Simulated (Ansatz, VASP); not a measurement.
**One calculation of As, two programs**

```
As
1.0
     3.57600    0.00000    0.00000
    -1.78800    3.09691    0.00000
     0.00000    0.00000   28.00000
As
2
Direct
  0.33333 0.66667 0.53171
  0.66667 0.33333 0.46829
```

Alike in both runs: task single point; functional LDA; k mesh 9 × 9 × 1; occupations gaussian, width 0.02 eV; no spin polarisation.

|  | VASP | Ansatz |
| --- | --- | --- |
| version | VASP 6.6.1 | Ansatz 0.2.0 |
| potentials or method | VASP PAW LDA potentials, release 64 (As), cutoff 520 eV | scalar-relativistic, plane waves, PAW |
| valence electrons in the cell | 10 | 30 |

```tsv
	VASP	Ansatz	Ansatz less VASP
gap on the k mesh at the Fermi level (eV)	none	none	-
rms of the force components (eV/Å)	2.096	2.110	+0.0140
```

LDA's correlation is that of Perdew and Zunger in VASP and of Perdew and Wang (1992) in Ansatz. Atom by atom the forces differ by 0.014 eV/Å (rms over components). A gap of «none» marks a metal or a gap that the smearing closes. VASP's potentials hold 10 valence electrons a cell and Ansatz's 30, so a difference there can come from the potentials and not from the codes.
